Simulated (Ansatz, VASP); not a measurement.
# One calculation of HfSeS4, two programs

```
Hf Se S
1.0
     3.32991    0.00000    0.00000
     0.00000    3.32991    0.00000
     0.00000    0.00000    9.67769
Hf Se S
1 1 4
Direct
  0.50000 0.50000 0.50000
  0.00000 0.00000 0.00000
  0.00000 0.00000 0.64025
  0.50000 0.50000 0.14650
  0.50000 0.50000 0.85350
  0.00000 0.00000 0.35975
```

Change from the starting cell: species swapped into the CeDyC4 type (P4/mmm, No. 123).

Alike in both runs: functional PBE; k mesh 4 × 4 × 4; occupations gaussian, width 0.1 eV; no spin polarisation.

Ansatz relaxed the structure, and its values are those at the end. VASP's run is a single point on that final structure, the one shown.

|  | VASP | Ansatz |
| --- | --- | --- |
| version | VASP 6.6.1 | Ansatz 0.2.0 |
| potentials or method | VASP PAW PBE potentials, release 64 (Hf_pv, Se, S), cutoff 520 eV | scalar-relativistic, plane waves, PAW |
| valence electrons in the cell | 40 | 66 |

|  | VASP | Ansatz | Ansatz less VASP |
| --- | --- | --- | --- |
| gap on the k mesh at the Fermi level (eV) | none | none | - |
| pressure (GPa) | -0.5 | 0.0 | +0.47 |
| rms of the force components (eV/Å) | 0.021 | 0.003 | -0.0183 |

A gap of «none» marks a metal or a gap that the smearing closes. The functional is the same, so the differences come from potentials, cutoffs and numerics. VASP's potentials hold 40 valence electrons a cell and Ansatz's 66, so a difference there can come from the potentials and not from the codes.

The k mesh is coarse, so the values compare programs but aren't converged. Neither program's run includes spin-orbit coupling.
